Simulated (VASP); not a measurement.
# Zr3Ag (P4/mmm) in VASP: notebook

The runs below take Zr3Ag through single point, with LDA.

All numbers are computed with VASP 6.6.1; they aren't measurements. Logs are shortened: lines on timing, memory, paths and dates and some standing lists are left out, and cuts for length are marked.

## (1) The cell of the first run

Symmetry: P4/mmm, No. 123, tetragonal system. Conventional cell: a = 4.581 Å, b = 4.581 Å, c = 3.999 Å, α = 90.00°, β = 90.00°, γ = 90.00°. Zr (site symmetry 4/mmm) has 10 Zr at 3.04 to 4.00 Å and 4 Ag at 3.24 Å within 4.0 Å. Zr (site symmetry mmm) has 10 Zr at 3.04 to 4.00 Å and 4 Ag at 3.04 Å within 4.0 Å. Ag (site symmetry 4/mmm) has 12 Zr at 3.04 to 3.24 Å and 2 Ag at 4.00 Å within 4.0 Å.

## (2) Single point, LDA (20.98 Å³/atom)

INCAR

```
PREC = Accurate ; ENCUT = 520
EDIFF = 1E-6 ; ISMEAR = -1
SIGMA = 0.05 ; LREAL = False
LASPH = True ; NELM = 100
ALGO = Normal ; ISIF = 2
LWAVE = False ; LCHARG = False
GGA = CA ; NBANDS = 32
```

KPOINTS

```
regular mesh
0
Gamma
  7 7 8
```

POSCAR

```
Zr3Ag
1.0
    4.5811695466      0.0000000000      0.0000000000
    0.0000000000      4.5811695466      0.0000000000
    0.0000000000      0.0000000000      3.9992426222
Zr Ag
3 1
Direct
    0.5000000000      0.5000000000      0.0000000000
    0.0000000000      0.5000000000      0.5000000000
    0.5000000000      0.0000000000      0.5000000000
    0.0000000000      0.0000000000      0.0000000000
```

Potentials or basis: VASP PAW LDA potentials, release 64 (Zr_sv, Ag).

The run is started by

```bash
cat potpaw_LDA.64/Zr_sv/POTCAR potpaw_LDA.64/Ag/POTCAR > POTCAR
mpirun -np 1 vasp_std > vasp.out
```

OUTCAR:

```text
PREC = Accurate
   ENCUT = 520
   EDIFF = 1E-6
   ISMEAR = -1
   LREAL = False
   LASPH = True
   NELM = 100
   ISIF = 2
   GGA = CA

 ion  position               nearest neighbor table
   1  0.500  0.500  0.000-   2 3.04   3 3.04   2 3.04   3 3.04   3 3.04   3 3.04   2 3.04   2 3.04
                             4 3.24   4 3.24   4 3.24   4 3.24
   2  0.000  0.500  0.500-   1 3.04   4 3.04   1 3.04   4 3.04   4 3.04   4 3.04   1 3.04   1 3.04
                             3 3.24   3 3.24   3 3.24   3 3.24
   3  0.500  0.000  0.500-   1 3.04   4 3.04   1 3.04   4 3.04   1 3.04   1 3.04   4 3.04   4 3.04
                             2 3.24   2 3.24   2 3.24   2 3.24
   4  0.000  0.000  0.000-   2 3.04   3 3.04   2 3.04   3 3.04   2 3.04   2 3.04   3 3.04   3 3.04
                             1 3.24   1 3.24   1 3.24   1 3.24

  LATTYP: Found a simple tetragonal cell.
 ALAT       =     4.5811695466
 C/A-ratio  =     0.8729741568

  Lattice vectors:

 A1 = (   4.5811695466,   0.0000000000,   0.0000000000)
 A2 = (   0.0000000000,   4.5811695466,   0.0000000000)
 A3 = (   0.0000000000,   0.0000000000,   3.9992426222)

Analysis of symmetry for initial positions (statically):
=====================================================================
 Subroutine PRICEL returns:
 Original cell was already a primitive cell.

 Routine SETGRP: Setting up the symmetry group for a
 simple tetragonal supercell.

 Subroutine GETGRP returns: Found 16 space group operations
 (whereof 16 operations were pure point group operations)
 out of a pool of 16 trial point group operations.

The static configuration has the point symmetry D_4h.

Analysis of symmetry for dynamics (positions and initial velocities):
=====================================================================
 Subroutine PRICEL returns:
 Original cell was already a primitive cell.

 Routine SETGRP: Setting up the symmetry group for a
 simple tetragonal supercell.

 Subroutine GETGRP returns: Found 16 space group operations
 (whereof 16 operations were pure point group operations)
 out of a pool of 16 trial point group operations.

The dynamic configuration has the point symmetry D_4h.

 Subroutine INISYM returns: Found 16 space group operations
 (whereof 16 operations are pure point group operations),
 and found     1 'primitive' translations

----------------------------------------------------------------------------------------

                                     Primitive cell

  volume of cell :      83.9326

  direct lattice vectors                    reciprocal lattice vectors
     4.581169547  0.000000000  0.000000000     0.218284870  0.000000000  0.000000000
     0.000000000  4.581169547  0.000000000     0.000000000  0.218284870  0.000000000
     0.000000000  0.000000000  3.999242622     0.000000000  0.000000000  0.250047345

  length of vectors
     4.581169547  4.581169547  3.999242622     0.218284870  0.218284870  0.250047345

  position of ions in fractional coordinates (direct lattice)
     0.500000000  0.500000000  0.000000000
     0.000000000  0.500000000  0.500000000
     0.500000000  0.000000000  0.500000000
     0.000000000  0.000000000  0.000000000

  ion indices of the primitive-cell ions
   primitive index   ion index
                 1           1
                 2           2
                 3           3
                 4           4

----------------------------------------------------------------------------------------

 KPOINTS: regular mesh

Automatic generation of k-mesh.
 Grid dimensions read from file:
 generate k-points for:    7    7    8

 Generating k-lattice:

  Cartesian coordinates                     Fractional coordinates (reciprocal lattice)
     0.031183553  0.000000000  0.000000000     0.142857143  0.000000000  0.000000000
     0.000000000  0.031183553  0.000000000     0.000000000  0.142857143  0.000000000
     0.000000000  0.000000000  0.031255918     0.000000000  0.000000000  0.125000000

  Length of vectors
     0.031183553  0.031183553  0.031255918

  Shift w.r.t. Gamma in fractional coordinates (k-lattice)
     0.000000000  0.000000000  0.000000000

 Subroutine IBZKPT returns following result:
 ===========================================

 Found     50 irreducible k-points:

 Following reciprocal coordinates:
            Coordinates               Weight
  0.000000  0.000000  0.000000      1.000000
  0.142857  0.000000  0.000000      4.000000
  0.285714  0.000000  0.000000      4.000000
  0.428571  0.000000  0.000000      4.000000
  0.142857  0.142857  0.000000      4.000000
  0.285714  0.142857  0.000000      8.000000
[... 16 lines left out ...]
  0.285714  0.000000  0.250000      8.000000
  0.428571  0.000000  0.250000      8.000000
 [... further k-points ...]
   k-points           NKPTS =     50   k-points in BZ     NKDIM =     50   number of bands    NBANDS=     32
   number of dos      NEDOS =    301   number of ions     NIONS =      4
   total plane-waves  NPLWV =  38880
   dimension x,y,z NGX =    36 NGY =   36 NGZ =   30
   dimension x,y,z NGXF=    72 NGYF=   72 NGZF=   60
   ions per type =               3   1
   NGX,Y,Z   is equivalent  to a cutoff of  13.06, 13.06, 12.47 a.u.
   NGXF,Y,Z  is equivalent  to a cutoff of  26.13, 26.13, 24.94 a.u.
 SYSTEM =  unknown system
   PREC   = accura    normal or accurate (medium, high low for compatibility)
   ISTART =      0    job   : 0-new  1-cont  2-samecut
   ICHARG =      2    charge: 1-file 2-atom 10-const
   ISPIN  =      1    spin polarized calculation?
   LNONCOLLINEAR =      F non collinear calculations
   LSORBIT =      F    spin-orbit coupling
   LASPH  =      T    aspherical Exc in radial PAW
   ENCUT  =  520.0 eV  38.22 Ry    6.18 a.u.   8.52  8.52  7.44*2*pi/ulx,y,z
   NELM   =    100;   NELMIN=  2; NELMDL= -5     # of ELM steps
   EDIFF  = 0.1E-05   stopping-criterion for ELM
   LREAL  =      F    real-space projection
   EDIFFG = 0.1E-04   stopping-criterion for IOM
   NSW    =      0    number of steps for IOM
   IBRION =     -1    ionic relax: 0-MD 1-quasi-New 2-CG
   NFREE  =      0    steps in history (QN), initial steepest desc. (CG)
   ISIF   =      2    stress and relaxation
   ISYM   =      2    0-nonsym 1-usesym 2-fastsym
   POTIM  = 0.5000    time-step for ionic-motion
   TEBEG  =    0.0;   TEEND  =   0.0 temperature during run
   PSTRESS=    0.0 pullay stress
   NELECT =      47.0000    total number of electrons
   NUPDOWN=      -1.0000    fix difference up-down
   EMIN   =  10.00;   EMAX   =-10.00  energy-range for DOS
   EFERMI =   0.00;   METHOD = LEGACY
   ISMEAR =    -1;   SIGMA  =   0.05  broadening in eV -4-tet -1-fermi 0-gaus
   EFERMI_NEDOS =   21; number of points for ismear=-14 and -15
   IALGO  =     38    algorithm
   IMIX   =      4    mixing-type and parameters
     AMIX     =   0.40;   BMIX     =  1.00
     AMIX_MAG =   1.60;   BMIX_MAG =  1.00
  volume/ion in A,a.u.               =      20.98       141.60
  Fermi-wavevector in a.u.,A,eV,Ry     =   1.349369  2.549937 24.773431  1.820796
  Thomas-Fermi vector in A             =   2.476961
   LORBIT       =      0    0 simple, 1 ext, 2 COOP (PROOUT), +10 PAW based schemes
   GGA     = CA    functional components
   LHFCALC =     F    Hartree Fock is set to
   AEXX    =    0.0000 exact exchange contribution
   IVDW    =     0    specifies the selected vdW correction
   LEPSILON=     F    determine dielectric tensor
   LRPA    =     F    only Hartree local field effects (RPA)
 non-spin polarized calculation
  energy-cutoff  :      520.00
  volume of cell :       83.93
 maximum number of plane-waves:      2283
 NGX is ok and might be reduce to    36
   NGX = 17   NGY = 17   NGZ = 15

 number of electron      46.9999995 magnetization

 Free energy of the ion-electron system (eV)
  ---------------------------------------------------
  ext. energy  EPLUGINS =         0.00000000
  ---------------------------------------------------
  free energy    TOTEN  =       -31.61876829 eV

  energy without entropy =      -31.57171870  energy(sigma->0) =      -31.59524349

 E-fermi :   8.8980     XC(G=0): -11.7119

 val. band max:        8.8938982439   @ k =   0.4286   0.1429   0.3750
 cond. band min:       8.9012629076   @ k =   0.4286   0.2857   0.5000
 fundamental gap:      0.0073646637
 Fermi energy:         8.8979705810

 k-point     1 :       0.0000    0.0000    0.0000
  band No.  band energies     occupation
      1     -39.4170      2.00000
      2     -39.2861      2.00000
      3     -39.0340      2.00000
      4     -17.9701      2.00000
      5     -17.9701      2.00000
      6     -17.8577      2.00000
[... 24 lines left out ...]
     31      13.1517      0.00000
     32      13.8283      0.00000

 k-point     2 :       0.1429    0.0000    0.0000
  band No.  band energies     occupation
      1     -39.4094      2.00000
      2     -39.2905      2.00000
      3     -39.0374      2.00000
      4     -17.9529      2.00000
      5     -17.9301      2.00000
      6     -17.8367      2.00000
[... 24 lines left out ...]
     31      13.5455      0.00000
     32      13.6120      0.00000

 k-point     3 :       0.2857    0.0000    0.0000
  band No.  band energies     occupation
      1     -39.3889      2.00000
      2     -39.3036      2.00000
      3     -39.0451      2.00000
      4     -17.9086      2.00000
      5     -17.8175      2.00000
      6     -17.7825      2.00000
[... 24 lines left out ...]
     31      12.7657      0.00000
     32      12.8885      0.00000

 k-point     4 :       0.4286    0.0000    0.0000
  band No.  band energies     occupation
      1     -39.3633      2.00000
      2     -39.3233      2.00000
      3     -39.0513      2.00000
      4     -17.8639      2.00000
      5     -17.7261      2.00000
      6     -17.6624      2.00000
[... 654 lines left out ...]
     31      12.9561      0.00000
     32      13.1231      0.00000

 k-point    23 :       0.2857    0.0000    0.2500
  band No.  band energies     occupation
      1     -39.3718      2.00000
      2     -39.3017      2.00000
      3     -39.0606      2.00000
      4     -17.9109      2.00000
      5     -17.8077      2.00000
      6     -17.6460      2.00000
[... 24 lines left out ...]
     31      12.5842      0.00000
     32      13.1094      0.00000

 k-point    24 :       0.4286    0.0000    0.2500
  band No.  band energies     occupation
      1     -39.3494      2.00000
      2     -39.3208      2.00000
      3     -39.0639      2.00000
      4     -17.8549      2.00000
      5     -17.7525      2.00000
      6     -17.7435      2.00000
[... 24 lines left out ...]
     31      12.6836      0.00000
     32      13.1223      0.00000

 [... further k-points ...]

------------------------ aborting loop because EDIFF is reached ----------------------------------------

  FORCE on cell =-STRESS in cart. coord.  units (eV):
  Direction    XX          YY          ZZ          XY          YZ          ZX
  --------------------------------------------------------------------------------------
  -------------------------------------------------------------------------------------
  Total       -3.4497927     -3.4497927     -2.1467039      0.0000000      0.0000000      0.0000000
  in kB      -65.8526259    -65.8526259    -40.9781397      0.0000000      0.0000000      0.0000000
  external PRESSURE =     -57.5611305 kB  Pullay stress =       0.0000000 kB

 VOLUME and BASIS-vectors are now :
 -----------------------------------------------------------------------------
  energy-cutoff  :      520.00
  volume of cell :       83.93
      direct lattice vectors                 reciprocal lattice vectors
     4.581169547  0.000000000  0.000000000     0.218284870  0.000000000  0.000000000
     0.000000000  4.581169547  0.000000000     0.000000000  0.218284870  0.000000000
     0.000000000  0.000000000  3.999242622     0.000000000  0.000000000  0.250047345

 POSITION                                       TOTAL-FORCE (eV/Angst)
 -----------------------------------------------------------------------------------
      2.29058      2.29058      0.00000         0.000000      0.000000      0.000000
      0.00000      2.29058      1.99962         0.000000      0.000000      0.000000
      2.29058      0.00000      1.99962         0.000000      0.000000      0.000000
      0.00000      0.00000      0.00000         0.000000      0.000000      0.000000
 -----------------------------------------------------------------------------------
    total drift:                                0.000000      0.000000      0.000000

  FREE ENERGIE OF THE ION-ELECTRON SYSTEM (eV)
  ---------------------------------------------------
  free  energy   TOTEN  =       -31.6187682884 eV

  energy  without entropy=      -31.5717186994  energy(sigma->0) =      -31.59524349
```

Wall time 47 s (1 thread of Intel Xeon 6975P-C (Granite Rapids), shared host); peak memory 0.24 GiB.

What came out:

| Item | Value |
| --- | --- |
| Free energy | -31.6188 eV |
| Pressure | -5.8 GPa |
| Band gap on the k mesh | zero (an odd number of electrons rules out a gap without spin polarisation) |

Levels at points of the mesh, in eV from the Fermi level:
```
           k point  band 21  band 22  band 23  band 24  band 25  band 26  band 27  band 28
(0.00, 0.00, 0.00)    -0.86    -0.86    -0.84    -0.19     2.13     2.13     3.21     3.21
(0.00, 0.00, 0.50)    -0.89    -0.89    -0.83     0.86     0.89     0.89     2.22     2.22
```

Caveat: the cell stands under tension.

## (3) Single point, LDA (21.61 Å³/atom)

This run uses another cell than the first one, of 21.61 Å³/atom.

INCAR

```
SYSTEM = Zr3Ag
  PREC = Accurate
  ENCUT = 520
  EDIFF = 1E-7
  ISMEAR = -1
  SIGMA = 0.05
  LREAL = .FALSE.
  LASPH = .TRUE.
  NELM = 80
  ALGO = Normal
  ISIF = 2
  LWAVE = .FALSE.
  LCHARG = .FALSE.
  NBANDS = 32
```

KPOINTS

```
regular mesh
0
G
  7 7 8
  0 0 0
```

POSCAR

```
Zr3Ag
1.0
    4.6260858378      0.0000000000      0.0000000000
    0.0000000000      4.6260858378      0.0000000000
    0.0000000000      0.0000000000      4.0384533836
Zr Ag
3 1
Direct
    0.5000000000      0.5000000000      0.0000000000
    0.0000000000      0.5000000000      0.5000000000
    0.5000000000      0.0000000000      0.5000000000
    0.0000000000      0.0000000000      0.0000000000
```

Potentials or basis: VASP PAW LDA potentials, release 64 (Zr_sv, Ag).

The run is started by

```bash
cat potpaw_LDA.64/Zr_sv/POTCAR potpaw_LDA.64/Ag/POTCAR > POTCAR
mpirun -np 1 vasp_std > vasp.out
```

Run time: 52 s. Hardware: 1 thread of Intel Xeon 6975P-C (Granite Rapids), shared host; peak memory 0.24 GiB.

It converged, with:

| Quantity | Value |
| --- | --- |
| Free energy | -31.5105 eV |
| Pressure | -8.2 GPa |
| Band gap on the k mesh | zero (an odd number of electrons rules out a gap without spin polarisation) |

Stress tensor (GPa, compression positive):
```
-9.05  0.00  0.00
 0.00 -9.05  0.00
 0.00  0.00 -6.61
```

Levels at points of the mesh, in eV from the Fermi level:
```csv
k point,band 22,band 23,band 24,band 25,band 26,band 27
"(0.00, 0.00, 0.00)",-0.82,-0.82,-0.21,2.04,2.04,3.10
"(0.00, 0.00, 0.50)",-0.86,-0.77,0.83,0.85,0.85,2.15
```

Caveat: the cell stands under tension.
